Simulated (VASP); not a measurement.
# GaN (CsCl type) (Pm-3m) in VASP: a series of runs

Runs on GaN (CsCl type). Level: PBE. Tasks: single point, relaxation of cell and atoms.

Everything below comes from runs of VASP 6.6.1. Logs are shortened: lines on timing, memory, paths and dates and some standing lists are left out, and cuts for length are marked.

### Step 1. The cell of the first run

It takes space group Pm-3m (No. 221, cubic). Conventional cell: a = 2.280 Å, b = 2.280 Å, c = 2.280 Å, α = 90.00°, β = 90.00°, γ = 90.00°. Ga (site symmetry m-3m) has 8 N at 1.97 Å and 6 Ga at 2.28 Å within 2.6 Å. N (site symmetry m-3m) has 8 Ga at 1.97 Å and 6 N at 2.28 Å within 2.6 Å.

### Step 2. Single point, PBE

File INCAR:

```
PREC     = Accurate       # precision mode
ENCUT    = 520            # plane-wave cutoff, eV
EDIFF    = 1E-6           # SCF threshold, eV
ISMEAR   = -1             # smearing method
SIGMA    = 0.05           # smearing width, eV
LREAL    = False          # projectors in reciprocal space
LASPH    = True           # aspherical terms in the spheres
NELM     = 80             # most SCF steps
ALGO     = Normal         # electronic algorithm
ISIF     = 2              # what is computed and relaxed
LWAVE    = False          # write WAVECAR
LCHARG   = False          # write CHGCAR
GGA      = PE             # functional
NBANDS   = 16             # bands
```

File KPOINTS:

```
Automatic mesh
0
Gamma
  16 16 16
```

File POSCAR:

```
GaN
1.0
    2.2799517453      0.0000000000      0.0000000000
    0.0000000000      2.2799517453      0.0000000000
    0.0000000000      0.0000000000      2.2799517453
Ga N
1 1
Direct
    0.0000000000      0.0000000000      0.0000000000
    0.5000000000      0.5000000000      0.5000000000
```

Potentials or basis: VASP PAW PBE potentials, release 64 (Ga_d, N).

Run with:

```bash
> cat potpaw_PBE.64/Ga_d/POTCAR potpaw_PBE.64/N/POTCAR > POTCAR
> mpirun -np 1 vasp_std > vasp.out
```

OUTCAR:

```text
PREC = Accurate
   ENCUT = 520
   EDIFF = 1E-6
   ISMEAR = -1
   LREAL = False
   LASPH = True
   NELM = 80
   ISIF = 2
   GGA = PE

 ion  position               nearest neighbor table
   1  0.000  0.000  0.000-   2 1.97   2 1.97   2 1.97   2 1.97   2 1.97   2 1.97   2 1.97   2 1.97

   2  0.500  0.500  0.500-   1 1.97   1 1.97   1 1.97   1 1.97   1 1.97   1 1.97   1 1.97   1 1.97

  LATTYP: Found a simple cubic cell.
 ALAT       =     2.2799517453

  Lattice vectors:

 A1 = (   2.2799517453,   0.0000000000,   0.0000000000)
 A2 = (   0.0000000000,   2.2799517453,   0.0000000000)
 A3 = (   0.0000000000,   0.0000000000,   2.2799517453)

Analysis of symmetry for initial positions (statically):
=====================================================================
 Subroutine PRICEL returns:
 Original cell was already a primitive cell.

 Routine SETGRP: Setting up the symmetry group for a
 simple cubic supercell.

 Subroutine GETGRP returns: Found 48 space group operations
 (whereof 48 operations were pure point group operations)
 out of a pool of 48 trial point group operations.

The static configuration has the point symmetry O_h .

Analysis of symmetry for dynamics (positions and initial velocities):
=====================================================================
 Subroutine PRICEL returns:
 Original cell was already a primitive cell.

 Routine SETGRP: Setting up the symmetry group for a
 simple cubic supercell.

 Subroutine GETGRP returns: Found 48 space group operations
 (whereof 48 operations were pure point group operations)
 out of a pool of 48 trial point group operations.

The dynamic configuration has the point symmetry O_h .

 Subroutine INISYM returns: Found 48 space group operations
 (whereof 48 operations are pure point group operations),
 and found     1 'primitive' translations

----------------------------------------------------------------------------------------

                                     Primitive cell

  volume of cell :      11.8516

  direct lattice vectors                    reciprocal lattice vectors
     2.279951745  0.000000000  0.000000000     0.438605774  0.000000000  0.000000000
     0.000000000  2.279951745  0.000000000     0.000000000  0.438605774  0.000000000
     0.000000000  0.000000000  2.279951745     0.000000000  0.000000000  0.438605774
[... 75 lines left out ...]
   PREC   = accura    normal or accurate (medium, high low for compatibility)
   ISTART =      0    job   : 0-new  1-cont  2-samecut
   ICHARG =      2    charge: 1-file 2-atom 10-const
   ISPIN  =      1    spin polarized calculation?
   LNONCOLLINEAR =      F non collinear calculations
   LSORBIT =      F    spin-orbit coupling
   LASPH  =      T    aspherical Exc in radial PAW
   ENCUT  =  520.0 eV  38.22 Ry    6.18 a.u.   4.24  4.24  4.24*2*pi/ulx,y,z
   NELM   =     80;   NELMIN=  2; NELMDL= -5     # of ELM steps
   EDIFF  = 0.1E-05   stopping-criterion for ELM
   LREAL  =      F    real-space projection
   EDIFFG = 0.1E-04   stopping-criterion for IOM
   NSW    =      0    number of steps for IOM
   IBRION =     -1    ionic relax: 0-MD 1-quasi-New 2-CG
   NFREE  =      0    steps in history (QN), initial steepest desc. (CG)
   ISIF   =      2    stress and relaxation
   ISYM   =      2    0-nonsym 1-usesym 2-fastsym
   POTIM  = 0.5000    time-step for ionic-motion
   TEBEG  =    0.0;   TEEND  =   0.0 temperature during run
   PSTRESS=    0.0 pullay stress
   NELECT =      18.0000    total number of electrons
   NUPDOWN=      -1.0000    fix difference up-down
   EMIN   =  10.00;   EMAX   =-10.00  energy-range for DOS
   EFERMI =   0.00;   METHOD = LEGACY
   ISMEAR =    -1;   SIGMA  =   0.05  broadening in eV -4-tet -1-fermi 0-gaus
   EFERMI_NEDOS =   21; number of points for ismear=-14 and -15
   IALGO  =     38    algorithm
   IMIX   =      4    mixing-type and parameters
     AMIX     =   0.40;   BMIX     =  1.00
     AMIX_MAG =   1.60;   BMIX_MAG =  1.00
  volume/ion in A,a.u.               =       5.93        39.99
  Fermi-wavevector in a.u.,A,eV,Ry     =   1.881799  3.556085 48.180533  3.541169
  Thomas-Fermi vector in A             =   2.925099
   LORBIT       =      0    0 simple, 1 ext, 2 COOP (PROOUT), +10 PAW based schemes
   GGA     = PE    functional components
   LHFCALC =     F    Hartree Fock is set to
   AEXX    =    0.0000 exact exchange contribution
   IVDW    =     0    specifies the selected vdW correction
   LEPSILON=     F    determine dielectric tensor
   LRPA    =     F    only Hartree local field effects (RPA)
 non-spin polarized calculation
  energy-cutoff  :      520.00
  volume of cell :       11.85
 maximum number of plane-waves:       328
 NGX is ok and might be reduce to    18
   NGX =  9   NGY =  9   NGZ =  9

 number of electron      18.0000023 magnetization

 Free energy of the ion-electron system (eV)
  ---------------------------------------------------
  ext. energy  EPLUGINS =         0.00000000
  ---------------------------------------------------
  free energy    TOTEN  =        -4.05979069 eV

  energy without entropy =       -4.05315863  energy(sigma->0) =       -4.05647466

 E-fermi :  16.7882     XC(G=0): -16.1417

 val. band max:       16.7687173228   @ k =   0.4375   0.0625   0.0000
 cond. band min:      16.8047471818   @ k =   0.5000   0.3750   0.0625
 fundamental gap:      0.0360298590
 Fermi energy:        16.7882424097

 k-point     1 :       0.0000    0.0000    0.0000
  band No.  band energies     occupation
      1      -7.6616      2.00000
      2      -0.9260      2.00000
      3      -0.9260      2.00000
      4       0.8988      2.00000
      5       0.8988      2.00000
      6       0.8988      2.00000
[... 433 lines left out ...]
      3      -0.5607      2.00000
      4       0.1768      2.00000
      5       0.4646      2.00000
      6       0.8783      2.00000
[... 8 lines left out ...]
     15      40.0263      0.00000
     16      47.7431      0.00000

 [... further k-points ...]
[... 5 lines left out ...]
  --------------------------------------------------------------------------------------
  -------------------------------------------------------------------------------------
  Total       21.7599083     21.7599083     21.7599083     -0.0000000      0.0000000      0.0000000
  in kB     2941.6478263   2941.6478263   2941.6478263     -0.0000000      0.0000000      0.0000000
  external PRESSURE =    2941.6478263 kB  Pullay stress =       0.0000000 kB

 VOLUME and BASIS-vectors are now :
 -----------------------------------------------------------------------------
  energy-cutoff  :      520.00
  volume of cell :       11.85
      direct lattice vectors                 reciprocal lattice vectors
     2.279951745  0.000000000  0.000000000     0.438605774  0.000000000  0.000000000
     0.000000000  2.279951745  0.000000000     0.000000000  0.438605774  0.000000000
     0.000000000  0.000000000  2.279951745     0.000000000  0.000000000  0.438605774

 POSITION                                       TOTAL-FORCE (eV/Angst)
 -----------------------------------------------------------------------------------
      0.00000      0.00000      0.00000         0.000000      0.000000      0.000000
      1.13998      1.13998      1.13998         0.000000      0.000000      0.000000
 -----------------------------------------------------------------------------------
    total drift:                                0.000000     -0.000000      0.000000

  FREE ENERGIE OF THE ION-ELECTRON SYSTEM (eV)
  ---------------------------------------------------
  free  energy   TOTEN  =        -4.0597906919 eV

  energy  without entropy=       -4.0531586337  energy(sigma->0) =       -4.05647466
```

OSZICAR:

```text
N       E                     dE             d eps       ncg     rms          rms(c)
DAV:   1     0.653386092126E+02    0.65339E+02   -0.89122E+03  6512   0.236E+03
DAV:   2    -0.451516109746E+01   -0.69854E+02   -0.65929E+02  6048   0.307E+02
DAV:   3    -0.704352689559E+01   -0.25284E+01   -0.25225E+01  5928   0.530E+01
DAV:   4    -0.705735501678E+01   -0.13828E-01   -0.13827E-01  6272   0.400E+00
DAV:   5    -0.705748128753E+01   -0.12627E-03   -0.12627E-03  6200   0.355E-01    0.967E+00
DAV:   6    -0.415462410199E+01    0.29029E+01   -0.44168E+00  7736   0.705E+01    0.285E+00
DAV:   7    -0.409749237992E+01    0.57132E-01   -0.47854E-01  5464   0.777E+00    0.194E+00
DAV:   8    -0.406629739794E+01    0.31195E-01   -0.46772E-02  7256   0.655E+00    0.465E-01
DAV:   9    -0.406155882131E+01    0.47386E-02   -0.26170E-02  7296   0.614E+00    0.281E-01
DAV:  10    -0.405995588890E+01    0.16029E-02   -0.27225E-03  6840   0.104E+00    0.103E-01
DAV:  11    -0.405979539869E+01    0.16049E-03   -0.54587E-04  6520   0.316E-01    0.489E-02
DAV:  12    -0.405979875887E+01   -0.33602E-05   -0.64596E-05  8040   0.198E-01    0.229E-02
DAV:  13    -0.405979057415E+01    0.81847E-05   -0.17268E-05  7104   0.708E-02    0.122E-02
DAV:  14    -0.405979069194E+01   -0.11779E-06   -0.95232E-07  4096   0.123E-02
   1 F= -.40597907E+01 E0= -.40564747E+01  d E =-.663206E-02
```

Run time: 27 s. Hardware: 1 thread of Intel Xeon Platinum 8375C at 2.90GHz (Ice Lake), shared host; peak memory 0.15 GiB.

Results:

```yaml
Free_energy: -4.0598 eV
Pressure: 294.2 GPa
Band_gap_on_the_k_mesh: zero (band 9 reaches 17.06 eV, above the bottom of band 10 at 15.30 eV)
```

Levels at points of the mesh, in eV from the Fermi level:
```csv
k point,band 5,band 6,band 7,band 8,band 9,band 10,band 11,band 12,band 13,band 14
"(0.00, 0.00, 0.00)",-15.89,-15.89,-2.86,-2.86,-2.86,4.18,11.32,11.32,22.35,22.35
"(0.50, 0.00, 0.00)",-16.65,-15.83,-12.86,0.11,0.11,8.06,10.62,14.42,14.83,14.83
"(0.50, 0.50, 0.00)",-15.44,-11.49,-11.28,-11.28,-1.99,0.35,12.98,12.98,19.00,24.09
"(0.50, 0.50, 0.50)",-15.41,-12.44,-4.82,-4.82,-4.82,0.50,0.50,0.50,9.95,29.47
```

### Step 3. Single point, PBE

File INCAR:

```
  PREC = Accurate
  ENCUT = 520
  EDIFF = 1E-7
  ISMEAR = -1
  SIGMA = 0.05
  LREAL = F
  LASPH = T
  NELM = 60
  ALGO = Normal
  ISIF = 2
  LWAVE = F
  LCHARG = F
  GGA = PE
  NBANDS = 16
```

KPOINTS is that of step 2.

File POSCAR:

```
GaN
1.0
    2.2800678404      0.0000000000      0.0000000000
    0.0000000000      2.2800678404      0.0000000000
    0.0000000000      0.0000000000      2.2800678404
Ga N
1 1
Direct
    0.0000000000      0.0000000000      0.0000000000
    0.5000000000      0.5000000000      0.5000000000
```

Potentials or basis: VASP PAW PBE potentials, release 64 (Ga_d, N).

Run with:

```bash
> cat potpaw_PBE.64/Ga_d/POTCAR potpaw_PBE.64/N/POTCAR > POTCAR
> mpirun -np 1 vasp_std > vasp.out
```

Wall time 30 s (1 thread of Intel Xeon Platinum 8375C at 2.90GHz (Ice Lake), shared host); peak memory 0.14 GiB.

It converged, with:

```
Free energy            : -4.0631 eV
Pressure               : 294.1 GPa
Band gap on the k mesh : zero (band 9 reaches 17.06 eV, above the bottom of band 10 at 15.29 eV)
```

Levels at points of the mesh, in eV from the Fermi level:
| k point | band 7 | band 8 | band 9 | band 10 | band 11 | band 12 |
| --- | --- | --- | --- | --- | --- | --- |
| (0.00, 0.00, 0.00) | -2.85 | -2.85 | -2.85 | 4.17 | 11.32 | 11.32 |
| (0.50, 0.00, 0.00) | -12.86 | 0.11 | 0.11 | 8.06 | 10.62 | 14.42 |
| (0.50, 0.50, 0.00) | -11.28 | -11.28 | -1.99 | 0.35 | 12.98 | 12.98 |
| (0.50, 0.50, 0.50) | -4.81 | -4.81 | -4.81 | 0.50 | 0.50 | 0.50 |

### Step 4. Relaxation of cell and atoms, PBE, target pressure 290 GPa, at which the enthalpy is minimised

This run uses another cell than the first one, of 5.86 Å³/atom, 0.989 times its volume.

File INCAR:

```
PREC = Accurate ; ENCUT = 600
EDIFF = 1E-6 ; ISMEAR = -1
SIGMA = 0.05 ; LREAL = False
LASPH = True ; NELM = 100
ALGO = Normal ; ISIF = 3
LWAVE = False ; LCHARG = False
GGA = PE ; IBRION = 2
NSW = 60 ; EDIFFG = -0.005
PSTRESS = 2900.0
```

KPOINTS is that of step 3.

File POSCAR:

```
GaN
1.0
    2.2715031350      0.0000000000      0.0000000000
    0.0000000000      2.2715031350      0.0000000000
    0.0000000000      0.0000000000      2.2715031350
Ga N
1 1
Direct
    0.0000000000      0.0000000000      0.0000000000
    0.5000000000      0.5000000000      0.5000000000
```

Run with:

```bash
> cat potpaw_PBE.64/Ga_d/POTCAR potpaw_PBE.64/N/POTCAR > POTCAR
> mpirun -np 1 vasp_std > vasp.out
```

Wall time 53 s (1 thread of Intel Xeon Platinum 8375C at 2.90GHz (Ice Lake), shared host); peak memory 0.15 GiB.

The run converged. Its results:

```
Free energy                                            : -4.1382 eV
Relaxed volume                                         : 5.95 Å³/atom
Relaxed cell                                           : a = 2.283 Å, b = 2.283 Å, c = 2.283 Å, α = 90.00°, β = 90.00°, γ = 90.00°
Space group after relaxing (to 0.05 Å)                 : Pm-3m (No. 221)
Energy change on relaxing (the enthalpy is what falls) : -161.5 meV/atom
Ionic steps                                            : 4
Pressure after relaxing                                : 290.0 GPa
Band gap on the k mesh                                 : zero (band 9 reaches 16.99 eV, above the bottom of band 10 at 15.22 eV)
```

The path:
```csv
step,energy change (eV),largest force (eV/Å),pressure (GPa),volume (Å³)
1,0.0000,0.0000,307.44,11.72
2,-1.7851,0.0000,210.86,12.84
3,-0.3390,0.0000,289.12,11.90
4,-0.3229,0.0000,289.98,11.89
```

Final structure:
```xyz
2
Lattice="2.2826 0.0000 0.0000 0.0000 2.2826 0.0000 0.0000 0.0000 2.2826" Properties=species:S:1:pos:R:3 pbc="T T T"
Ga    0.0000    0.0000    0.0000
N     1.1413    1.1413    1.1413
```

Levels at points of the mesh, in eV from the Fermi level:
```
           k point  band 6  band 7  band 8  band 9  band 10  band 11  band 12  band 13
(0.00, 0.00, 0.00)  -15.88   -2.84   -2.84   -2.84     4.12    11.31    11.31    22.28
(0.50, 0.00, 0.00)  -15.82  -12.84    0.11    0.11     8.02    10.57    14.43    14.80
(0.50, 0.50, 0.00)  -11.49  -11.24  -11.24   -1.99     0.35    12.95    12.95    18.96
(0.50, 0.50, 0.50)  -12.44   -4.81   -4.81   -4.81     0.51     0.51     0.51     9.89
```

Caveat: the cell is relaxed towards a set pressure, so the enthalpy falls and the energy may rise.

### Step 5. Relaxation of cell and atoms, PBE, target pressure 290 GPa, at which the enthalpy is minimised

File INCAR:

```
  PREC = Accurate
  ENCUT = 600
  EDIFF = 1E-6
  ISMEAR = -1
  SIGMA = 0.05
  LREAL = False
  LASPH = True
  NELM = 100
  ALGO = Normal
  ISIF = 3
  LWAVE = False
  LCHARG = False
  GGA = PE
  IBRION = 2
  NSW = 32
  EDIFFG = -0.005
  PSTRESS = 2900.0
```

KPOINTS is that of step 4.

File POSCAR:

```
GaN
1.0
    2.2799517453      0.0000000000      0.0000000000
    0.0000000000      2.2799517453      0.0000000000
    0.0000000000      0.0000000000      2.2799517453
Ga N
1 1
Direct
    0.0000000000      0.0000000000      0.0000000000
    0.5000000000      0.5000000000      0.5000000000
```

Run with:

```bash
> cat potpaw_PBE.64/Ga_d/POTCAR potpaw_PBE.64/N/POTCAR > POTCAR
> mpirun -np 1 vasp_std > vasp.out
```

It took 44 s on 1 thread of Intel Xeon Platinum 8375C at 2.90GHz (Ice Lake), shared host; peak memory 0.15 GiB.

It converged, with:

```yaml
Free_energy: -4.1401 eV
Relaxed_volume: 5.95 Å³/atom
Relaxed_cell: a = 2.283 Å, b = 2.283 Å, c = 2.283 Å, α = 90.00°, β = 90.00°, γ = 90.00°
Space_group_after_relaxing_to_0.05_Å: Pm-3m (No. 221)
Energy_change_on_relaxing_the_enthalpy_is_what_falls: -39.1 meV/atom
Ionic_steps: 3
Pressure_after_relaxing: 290.1 GPa
Band_gap_on_the_k_mesh: zero (band 9 reaches 16.99 eV, above the bottom of band 10 at 15.22 eV)
```

Step by step:
| step | energy change (eV) | largest force (eV/Å) | pressure (GPa) | volume (Å³) |
| --- | --- | --- | --- | --- |
| 1 | 0.0000 | 0.0000 | 294.09 | 11.85 |
| 2 | -0.4594 | 0.0000 | 269.19 | 12.11 |
| 3 | -0.0781 | 0.0000 | 290.13 | 11.89 |

Final structure:
```xyz
2
Lattice="2.2827 0.0000 0.0000 0.0000 2.2827 0.0000 0.0000 0.0000 2.2827" Properties=species:S:1:pos:R:3 pbc="T T T"
Ga    0.0000    0.0000    0.0000
N     1.1413    1.1413    1.1413
```

Levels at points of the mesh, in eV from the Fermi level:
```csv
k point,band 7,band 8,band 9,band 10,band 11,band 12
"(0.00, 0.00, 0.00)",-2.84,-2.84,-2.84,4.12,11.31,11.31
"(0.50, 0.00, 0.00)",-12.84,0.11,0.11,8.02,10.57,14.43
"(0.50, 0.50, 0.00)",-11.24,-11.24,-2.00,0.35,12.95,12.95
"(0.50, 0.50, 0.50)",-4.81,-4.81,-4.81,0.51,0.51,0.51
```

Caveat: the cell is relaxed towards a set pressure, so the enthalpy falls and the energy may rise.

### Step 6. Summary

```tsv
task	cell	cutoff (eV)	gap on the mesh (eV)	pressure (GPa)
single point	a = 2.280 Å, 2 atoms	520	none	294.1
relaxation of cell and atoms	relaxed to 290 GPa from a = 2.272 Å, 2 atoms	600	none	290.0
relaxation of cell and atoms	relaxed to 290 GPa from a = 2.280 Å, 2 atoms	600	none	290.1
```

Alike in all rows: level PBE; potentials or basis VASP PAW PBE potentials, release 64 (Ga_d, N); no spin polarisation; k mesh 16 × 16 × 16; smearing fermi-dirac 0.05 eV.

Caveats: the cell is relaxed towards a set pressure, so the enthalpy falls and the energy may rise (some runs).

Absolute energies hang on the potentials; compare differences alone.
